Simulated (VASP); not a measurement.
Crystal: CdS (Hawleyite).

```
Cd S
1.0
     0.00000    2.91650    2.91650
     2.91650    0.00000    2.91650
     2.91650    2.91650    0.00000
Cd S
1 1
Direct
  0.00000 0.00000 0.00000
  0.25000 0.25000 0.25000
```

| Item | Value |
| --- | --- |
| Program | VASP 6.6.1 |
| Task | relaxation of cell and atoms |
| Functional | PBE |
| Potentials or basis | VASP PAW PBE potentials, release 64 (Cd, S) |
| Cutoff | 600 eV |
| k mesh | 6 × 6 × 6 |
| Occupations | gaussian, width 0.01 eV |
| Spin | no spin polarisation |

At the start: pressure 3.2 GPa; volume 24.81 Å³/atom.

Problem. Where does the relaxation end?

Solution. Over 3 steps the energy falls by 12.7 meV/atom and the volume is 26.15 Å³/atom (+5.4 %); space group F-43m (No. 216, to 0.05 Å).

The path:
```tsv
step	energy change (eV)	largest force (eV/Å)	pressure (GPa)	volume (Å³)
1	0.0000	0.0000	3.19	49.62
2	-0.0227	0.0000	-0.91	53.24
3	-0.0254	0.0000	0.01	52.30
```

Final structure:
```
Cd S
1.0
     0.00000    2.96813    2.96813
     2.96813    0.00000    2.96813
     2.96813    2.96813    0.00000
Cd S
1 1
Direct
  0.00000 0.00000 0.00000
  0.25000 0.25000 0.25000
```
